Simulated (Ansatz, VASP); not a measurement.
## Two plane-wave programs on Al2Ru

```
Al Ru
1.0
     0.00000    3.98765    4.38508
     2.35057    0.00000    4.38508
     2.35057    3.98765    0.00000
Al Ru
4 2
Direct
  0.07895 0.42105 0.07895
  0.42105 0.07895 0.42105
  0.17105 0.82895 0.17105
  0.82895 0.17105 0.82895
  0.75000 0.75000 0.75000
  0.50000 0.50000 0.50000
```

Alike in both runs: task single point; functional PBEsol; k mesh 10 × 10 × 10; occupations gaussian, width 0.03 eV; no spin polarisation.

|  | VASP | Ansatz |
| --- | --- | --- |
| version | VASP 6.6.1 | Ansatz 0.2.0 |
| potentials or method | VASP PAW PBE potentials, release 64 (Al, Ru_pv), cutoff 520 eV | scalar-relativistic, plane waves, PAW |
| valence electrons in the cell | 40 | 44 |

|  | VASP | Ansatz | Ansatz less VASP |
| --- | --- | --- | --- |
| gap on the k mesh at the Fermi level (eV) | 0.08 | 0.08 | 0.000 |
| least direct gap on the mesh (eV) | 1.23 | 1.23 | +0.001 |
| pressure (GPa) | 0.1 | 0.0 | -0.11 |

VASP's potentials were made for PBE, not for PBEsol. VASP's potentials hold 40 valence electrons a cell and Ansatz's 44, so a difference there can come from the potentials and not from the codes.
